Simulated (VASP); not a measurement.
# ZnS (F-43m) in VASP: notebook, part 2 of 2

VASP 6.6.1. Earlier steps stand in the parts before.

### 4 Single point, r2SCAN (strain +0.015 along x and y, +0.015 along z)

File POSCAR:

```
ZnS
1.0
    0.0000000000      2.7349308931      2.7349308931
    2.7349308931      0.0000000000      2.7349308931
    2.7349308931      2.7349308931      0.0000000000
Zn S
1 1
Direct
    0.0000000000      0.0000000000      0.0000000000
    0.7500000000      0.7500000000      0.7500000000
```

File INCAR.step1:

```
PREC = Accurate
ENCUT = 520
ISMEAR = 0
SIGMA = 0.05
LREAL = False
LASPH = True
NELM = 80
NBANDS = 16
GGA = PE
ALGO = Normal
EDIFF = 1E-4
LWAVE = True
LCHARG = False
```

File INCAR.step2:

```
PREC = Accurate
ENCUT = 520
EDIFF = 1E-6
ISMEAR = 0
SIGMA = 0.05
LREAL = False
LASPH = True
NELM = 80
ALGO = Normal
ISIF = 2
LWAVE = False
LCHARG = True
METAGGA = R2SCAN
LMIXTAU = True
LELF = True
LVHAR = True
NBANDS = 16
ISTART = 1
```

File KPOINTS:

```
regular mesh
0
Gamma
  8 8 8
```

Potentials or basis: VASP PAW PBE potentials, release 64 (Zn, S).

The run is started by

```console
cat potpaw_PBE.64/Zn/POTCAR potpaw_PBE.64/S/POTCAR > POTCAR
cp INCAR.step1 INCAR
mpirun -np 1 vasp_std > vasp.out
cp INCAR.step2 INCAR
mpirun -np 1 vasp_std > vasp.out
```

OUTCAR:

```text
PREC = Accurate
   ENCUT = 520
   EDIFF = 1E-6
   ISMEAR = 0
   LREAL = False
   LASPH = True
   NELM = 80
   ISIF = 2
   METAGGA = R2SCAN
   ISTART = 1

 ion  position               nearest neighbor table
   1  0.000  0.000  0.000-   2 2.37   2 2.37   2 2.37   2 2.37
   2  0.750  0.750  0.750-   1 2.37   1 2.37   1 2.37   1 2.37

  LATTYP: Found a face centered cubic cell.
 ALAT       =     5.4698617862

  Lattice vectors:

 A1 = (   0.0000000000,   2.7349308931,   2.7349308931)
 A2 = (   2.7349308931,   0.0000000000,   2.7349308931)
 A3 = (   2.7349308931,   2.7349308931,   0.0000000000)

Analysis of symmetry for initial positions (statically):
=====================================================================
 Subroutine PRICEL returns:
 Original cell was already a primitive cell.

 Routine SETGRP: Setting up the symmetry group for a
 face centered cubic supercell.

 Subroutine GETGRP returns: Found 24 space group operations
 (whereof 24 operations were pure point group operations)
 out of a pool of 48 trial point group operations.

The static configuration has the point symmetry T_d .

Analysis of symmetry for dynamics (positions and initial velocities):
=====================================================================
 Subroutine PRICEL returns:
 Original cell was already a primitive cell.

 Routine SETGRP: Setting up the symmetry group for a
 face centered cubic supercell.

 Subroutine GETGRP returns: Found 24 space group operations
 (whereof 24 operations were pure point group operations)
 out of a pool of 48 trial point group operations.

The dynamic configuration has the point symmetry T_d .

 Subroutine INISYM returns: Found 24 space group operations
 (whereof 24 operations are pure point group operations),
 and found     1 'primitive' translations

----------------------------------------------------------------------------------------

                                     Primitive cell

  volume of cell :      40.9137

  direct lattice vectors                    reciprocal lattice vectors
     0.000000000  2.734930893  2.734930893    -0.182819976  0.182819976  0.182819976
     2.734930893  0.000000000  2.734930893     0.182819976 -0.182819976  0.182819976
     2.734930893  2.734930893  0.000000000     0.182819976  0.182819976 -0.182819976

  length of vectors
     3.867776361  3.867776361  3.867776361     0.316653487  0.316653487  0.316653487

  position of ions in fractional coordinates (direct lattice)
     0.000000000  0.000000000  0.000000000
     0.750000000  0.750000000  0.750000000

  ion indices of the primitive-cell ions
   primitive index   ion index
                 1           1
                 2           2

----------------------------------------------------------------------------------------

 KPOINTS: regular mesh

Automatic generation of k-mesh.
 Grid dimensions read from file:
 generate k-points for:    8    8    8

 Generating k-lattice:

  Cartesian coordinates                     Fractional coordinates (reciprocal lattice)
    -0.022852497  0.022852497  0.022852497     0.125000000  0.000000000  0.000000000
     0.022852497 -0.022852497  0.022852497     0.000000000  0.125000000  0.000000000
     0.022852497  0.022852497 -0.022852497     0.000000000  0.000000000  0.125000000

  Length of vectors
     0.039581686  0.039581686  0.039581686

  Shift w.r.t. Gamma in fractional coordinates (k-lattice)
     0.000000000  0.000000000  0.000000000

 Subroutine IBZKPT returns following result:
 ===========================================

 Found     29 irreducible k-points:

 Following reciprocal coordinates:
            Coordinates               Weight
  0.000000  0.000000  0.000000      1.000000
  0.125000  0.000000  0.000000      8.000000
  0.250000  0.000000  0.000000      8.000000
  0.375000  0.000000  0.000000      8.000000
  0.500000  0.000000  0.000000      4.000000
  0.125000  0.125000  0.000000      6.000000
[... 16 lines left out ...]
  0.500000  0.250000  0.125000     48.000000
 -0.375000  0.250000  0.125000     24.000000
 [... further k-points ...]
   k-points           NKPTS =     29   k-points in BZ     NKDIM =     29   number of bands    NBANDS=     16
   number of dos      NEDOS =    301   number of ions     NIONS =      2
   total plane-waves  NPLWV =  27000
   dimension x,y,z NGX =    30 NGY =   30 NGZ =   30
   dimension x,y,z NGXF=    60 NGYF=   60 NGZF=   60
   ions per type =               1   1
   NGX,Y,Z   is equivalent  to a cutoff of  12.89, 12.89, 12.89 a.u.
   NGXF,Y,Z  is equivalent  to a cutoff of  25.79, 25.79, 25.79 a.u.
 SYSTEM =  unknown system
   PREC   = accura    normal or accurate (medium, high low for compatibility)
   ISTART =      1    job   : 0-new  1-cont  2-samecut
   ICHARG =      0    charge: 1-file 2-atom 10-const
   ISPIN  =      1    spin polarized calculation?
   LNONCOLLINEAR =      F non collinear calculations
   LSORBIT =      F    spin-orbit coupling
   LASPH  =      T    aspherical Exc in radial PAW
   ENCUT  =  520.0 eV  38.22 Ry    6.18 a.u.   7.19  7.19  7.19*2*pi/ulx,y,z
   NELM   =     80;   NELMIN=  2; NELMDL=  0     # of ELM steps
   EDIFF  = 0.1E-05   stopping-criterion for ELM
   LREAL  =      F    real-space projection
   EDIFFG = 0.1E-04   stopping-criterion for IOM
   NSW    =      0    number of steps for IOM
   IBRION =     -1    ionic relax: 0-MD 1-quasi-New 2-CG
   NFREE  =      0    steps in history (QN), initial steepest desc. (CG)
   ISIF   =      2    stress and relaxation
   ISYM   =      2    0-nonsym 1-usesym 2-fastsym
   POTIM  = 0.5000    time-step for ionic-motion
   TEBEG  =    0.0;   TEEND  =   0.0 temperature during run
   PSTRESS=    0.0 pullay stress
   NELECT =      18.0000    total number of electrons
   NUPDOWN=      -1.0000    fix difference up-down
   EMIN   =  10.00;   EMAX   =-10.00  energy-range for DOS
   EFERMI =   0.00;   METHOD = LEGACY
   ISMEAR =     0;   SIGMA  =   0.05  broadening in eV -4-tet -1-fermi 0-gaus
   EFERMI_NEDOS =   21; number of points for ismear=-14 and -15
   IALGO  =     38    algorithm
   IMIX   =      4    mixing-type and parameters
     AMIX     =   0.40;   BMIX     =  1.00
     AMIX_MAG =   1.60;   BMIX_MAG =  1.00
  volume/ion in A,a.u.               =      20.46       138.05
  Fermi-wavevector in a.u.,A,eV,Ry     =   1.245115  2.352925 21.093252  1.550310
  Thomas-Fermi vector in A             =   2.379351
   LORBIT       =      0    0 simple, 1 ext, 2 COOP (PROOUT), +10 PAW based schemes
   METAGGA = R2SCAN    functional components
   LHFCALC =     F    Hartree Fock is set to
   AEXX    =    0.0000 exact exchange contribution
   IVDW    =     0    specifies the selected vdW correction
   LEPSILON=     F    determine dielectric tensor
   LRPA    =     F    only Hartree local field effects (RPA)
 non-spin polarized calculation
 Gauss-broadening in eV      SIGMA  =   0.05
  energy-cutoff  :      520.00
  volume of cell :       40.91
 maximum number of plane-waves:      1124
 NGX is ok and might be reduce to    30
   NGX = 15   NGY = 15   NGZ = 15

 number of electron      18.0000002 magnetization

 Free energy of the ion-electron system (eV)
  ---------------------------------------------------
  ext. energy  EPLUGINS =         0.00000000
  ---------------------------------------------------
  free energy    TOTEN  =       -18.84809237 eV

  energy without entropy =      -18.84809237  energy(sigma->0) =      -18.84809237

 E-fermi :   1.7028     XC(G=0): -10.1014

 val. band max:        1.4966848283   @ k =   0.0000   0.0000   0.0000
 cond. band min:       4.0030636188   @ k =   0.0000   0.0000   0.0000
 fundamental gap:      2.5063787905
 Fermi energy:         1.7027514961

 k-point     1 :       0.0000    0.0000    0.0000
  band No.  band energies     occupation
      1     -11.9231      2.00000
      2      -4.8649      2.00000
      3      -4.8649      2.00000
      4      -4.8649      2.00000
      5      -4.3654      2.00000
      6      -4.3654      2.00000
[... 8 lines left out ...]
     15      13.7585      0.00000
     16      13.8074      0.00000
[... 419 lines left out ...]
 k-point    24 :      -0.3750    0.2500    0.1250
  band No.  band energies     occupation
      1     -10.8996      2.00000
      2      -4.7300      2.00000
      3      -4.6805      2.00000
      4      -4.4123      2.00000
      5      -4.3542      2.00000
      6      -4.1183      2.00000
[... 8 lines left out ...]
     15      15.5028      0.00000
     16      16.3245      0.00000

 [... further k-points ...]
[... 5 lines left out ...]
  --------------------------------------------------------------------------------------
  -------------------------------------------------------------------------------------
  Total       -0.8081152     -0.8081152     -0.8081152     -0.0000000      0.0000000     -0.0000000
  in kB      -31.6457079    -31.6457079    -31.6457079     -0.0000000      0.0000000     -0.0000000
  external PRESSURE =     -31.6457079 kB  Pullay stress =       0.0000000 kB

 VOLUME and BASIS-vectors are now :
 -----------------------------------------------------------------------------
  energy-cutoff  :      520.00
  volume of cell :       40.91
      direct lattice vectors                 reciprocal lattice vectors
     0.000000000  2.734930893  2.734930893    -0.182819976  0.182819976  0.182819976
     2.734930893  0.000000000  2.734930893     0.182819976 -0.182819976  0.182819976
     2.734930893  2.734930893  0.000000000     0.182819976  0.182819976 -0.182819976

 POSITION                                       TOTAL-FORCE (eV/Angst)
 -----------------------------------------------------------------------------------
      0.00000      0.00000      0.00000        -0.000000     -0.000000     -0.000000
      4.10240      4.10240      4.10240         0.000000      0.000000      0.000000
 -----------------------------------------------------------------------------------
    total drift:                               -0.000016     -0.000016     -0.000016

  FREE ENERGIE OF THE ION-ELECTRON SYSTEM (eV)
  ---------------------------------------------------
  free  energy   TOTEN  =       -18.8480923747 eV

  energy  without entropy=      -18.8480923747  energy(sigma->0) =      -18.84809237
```

OUTCAR.step1:

```text
PREC = Accurate
   ENCUT = 520
   ISMEAR = 0
   LREAL = False
   LASPH = True
[... 678 lines left out ...]
      0.00000      0.00000      0.00000         0.000000     -0.000000     -0.000000
      4.10240      4.10240      4.10240        -0.000000      0.000000      0.000000
 -----------------------------------------------------------------------------------
    total drift:                                0.000000      0.000000      0.000000

  FREE ENERGIE OF THE ION-ELECTRON SYSTEM (eV)
  ---------------------------------------------------
  free  energy   TOTEN  =        -6.8511743223 eV

  energy  without entropy=       -6.8511743223  energy(sigma->0) =       -6.85117432
```

OSZICAR.step1:

```text
N       E                     dE             d eps       ncg     rms          rms(c)
DAV:   1     0.895109200940E+02    0.89511E+02   -0.89998E+03   928   0.133E+03
DAV:   2    -0.143390854715E+01   -0.90945E+02   -0.85083E+02  1064   0.257E+02
DAV:   3    -0.721399170329E+01   -0.57801E+01   -0.57534E+01  1160   0.639E+01
DAV:   4    -0.727796995666E+01   -0.63978E-01   -0.63959E-01  1136   0.698E+00
DAV:   5    -0.727869073919E+01   -0.72078E-03   -0.72077E-03  1152   0.712E-01    0.643E+00
DAV:   6    -0.687040735073E+01    0.40828E+00   -0.73403E-01  1368   0.294E+01    0.506E+00
DAV:   7    -0.685143844937E+01    0.18969E-01   -0.23925E-01  1056   0.432E+00    0.259E+00
DAV:   8    -0.685072361748E+01    0.71483E-03   -0.48455E-03  1200   0.744E-01    0.670E-01
DAV:   9    -0.685100600753E+01   -0.28239E-03   -0.11477E-03  1112   0.274E-01    0.106E-01
DAV:  10    -0.685118047790E+01   -0.17447E-03   -0.21197E-04  1080   0.147E-01    0.598E-02
DAV:  11    -0.685117432228E+01    0.61556E-05   -0.35546E-05   616   0.981E-02
   1 F= -.68511743E+01 E0= -.68511743E+01  d E =-.251230E-13
```

Run time: 88 s. Hardware: 1 thread of AMD EPYC 7R43 (Zen 3), shared host; peak memory 0.14 GiB.

Results:

```
Free energy            : -18.8481 eV
Pressure               : -3.2 GPa
Band gap on the k mesh : 2.51 eV, direct
```

Caveat: the cell differs from its parent crystal (strain +0.015 along x and y, +0.015 along z); the PAW data sets were made with another functional, which shifts forces and pressure a little.

### 5 Single point, r2SCAN (strain +0.030 along x and y, +0.030 along z)

File POSCAR:

```
ZnS
1.0
    0.0000000000      2.7753485911      2.7753485911
    2.7753485911      0.0000000000      2.7753485911
    2.7753485911      2.7753485911      0.0000000000
Zn S
1 1
Direct
    0.0000000000      0.0000000000      0.0000000000
    0.7500000000      0.7500000000      0.7500000000
```

File INCAR.step1:

```
SYSTEM = ZnS
PREC = Accurate ; ENCUT = 520
ISMEAR = 0 ; SIGMA = 0.05
LREAL = .False. ; LASPH = .True.
NELM = 80 ; NBANDS = 16
GGA = PE ; ALGO = Normal
EDIFF = 1E-4 ; LWAVE = .True.
LCHARG = .False.
```

File INCAR.step2:

```
SYSTEM = ZnS
PREC = Accurate ; ENCUT = 520
EDIFF = 1E-7 ; ISMEAR = 0
SIGMA = 0.05 ; LREAL = .False.
LASPH = .True. ; NELM = 80
ALGO = Normal ; ISIF = 2
LWAVE = .False. ; LCHARG = .False.
METAGGA = R2SCAN ; LMIXTAU = .True.
NBANDS = 16 ; ISTART = 1
```

File KPOINTS:

```
Automatic mesh
0
Gamma
  8 8 8
  0 0 0
```

The run is started by

```console
cat potpaw_PBE.64/Zn/POTCAR potpaw_PBE.64/S/POTCAR > POTCAR
cp INCAR.step1 INCAR
mpirun -np 1 vasp_std > vasp.out
cp INCAR.step2 INCAR
mpirun -np 1 vasp_std > vasp.out
```

Wall time 2 min (1 thread of AMD EPYC 7R43 (Zen 3), shared host); peak memory 0.14 GiB.

Results (log left out):

- Free energy: -18.7962 eV
- Pressure: -5.7 GPa
- Band gap on the k mesh: 2.31 eV, direct

Levels at points of the mesh, in eV from the valence-band top:
```csv
k point,band 7,band 8,band 9,band 10,band 11,band 12
"(0.00, 0.00, 0.00)",0.00,0.00,0.00,2.31,6.95,6.95
"(0.50, 0.00, 0.00)",-4.87,-0.77,-0.77,3.64,7.43,7.43
"(0.50, 0.50, 0.00)",-4.29,-2.00,-2.00,3.89,4.47,11.16
```

Caveat: the cell differs from its parent crystal (strain +0.030 along x and y, +0.030 along z); the PAW data sets were made with another functional, which shifts forces and pressure a little.

### 6 Overview

```csv
cell,gap on the mesh (eV),pressure (GPa)
"a = 3.696 Å, angles 60.0°, 2 atoms",3.15,8.8
"a = 3.753 Å, angles 60.0°, 2 atoms",2.93,4.0
"a = 3.868 Å, angles 60.0°, 2 atoms",2.51,-3.2
"a = 3.925 Å, angles 60.0°, 2 atoms",2.31,-5.7
```

Alike in all rows: task single point; level r2SCAN; potentials or basis VASP PAW PBE potentials, release 64 (Zn, S); no spin polarisation; k mesh 8 × 8 × 8; cutoff (eV) 520; smearing gaussian 0.05 eV.

Caveats: the PAW data sets were made with another functional, which shifts forces and pressure a little.

Total energies depend on the potentials used, so only differences within one code and one set of settings carry meaning.
